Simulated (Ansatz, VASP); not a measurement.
This is a calculation of C for VASP 6.6.1.

The input POSCAR:

```
C
1.0
    0.0000000000      1.7833700000      1.7833700000
    1.7833700000      0.0000000000      1.7833700000
    1.7833700000      1.7833700000      0.0000000000
C
2
Direct
    0.7500000000      0.7500000000      0.7500000000
    0.5000000000      0.5000000000      0.5000000000
```

Contents of INCAR.step1:

```
PREC = Accurate
ENCUT = 520
EDIFF = 1E-5
ISMEAR = -1
SIGMA = 0.05
LREAL = False
LASPH = True
NELM = 60
ALGO = Normal
ISIF = 2
LWAVE = True
LCHARG = False
GGA = PE
NBANDS = 11
```

Contents of INCAR.step2:

```
PREC = Accurate
ENCUT = 520
EDIFF = 1E-6
ISMEAR = -1
SIGMA = 0.05
LREAL = False
LASPH = True
NELM = 60
ALGO = Normal
ISIF = 2
LWAVE = False
LCHARG = False
GGA = PE
LHFCALC = True
AEXX = 0.25
HFSCREEN = 0.1
PRECFOCK = Normal
ISTART = 1
NBANDS = 11
```

Contents of KPOINTS:

```
regular mesh
0
Gamma
  7 7 7
```

Potentials or basis: VASP PAW PBE potentials, release 64 (C).

Run with:

```console
$ cat potpaw_PBE.64/C/POTCAR > POTCAR
$ cp INCAR.step1 INCAR
$ mpirun -np 1 vasp_std > vasp.out
$ cp INCAR.step2 INCAR
$ mpirun -np 1 vasp_std > vasp.out
```

Problem. Translate it to Ansatz 0.2.0. Potentials there: Ansatz PAW.

Solution. As run (the cutoff follows the program's own potentials):

Contents of input.yaml:

```yaml
crystal:
  lattice:
    - [0.0, 1.78337, 1.78337]
    - [1.78337, 0.0, 1.78337]
    - [1.78337, 1.78337, 0.0]
  atoms:
    - { symbol: C, position: [0.75, 0.75, 0.75] }
    - { symbol: C, position: [0.5, 0.5, 0.5] }
hamiltonian:
  xc: { exchange: pbe, correlation: pbe, exx: { coeff: 0.25, omega: 0.1 } }
  pseudopotentials: { kind: paw }
kpoints:
  mp_grid: { grid: [7, 7, 7] }
scf:
  occupations: { method: fermi_dirac, width: 0.05 }
output:
  forces: true
  stress: true
  eigenvalues: true
```

Potentials or basis: Ansatz PAW.

Run with:

```console
$ ansatz run input.yaml --threads 2 --pin off --max-ram 5632MiB --backend cpu --events-out ev --progress --plain --runs-dir out
```

Both were run:

|  | VASP | Ansatz | Ansatz less VASP |
| --- | --- | --- | --- |
| gap on the k mesh at the Fermi level (eV) | 5.75 | 5.75 | 0.000 |
| least direct gap on the mesh (eV) | 7.32 | 7.32 | -0.005 |
| pressure (GPa) | -7.7 | -8.5 | -0.79 |

VASP's potentials were made for PBE, not for PBE-based screened hybrid. The functional is the same, so the differences come from potentials, cutoffs and numerics.

The k mesh is coarse, so the values compare programs but aren't converged. Noted on Ansatz's run: odd divisions of the mesh miss points on the zone boundary, where band edges often lie, so the gap on the mesh can be too wide.
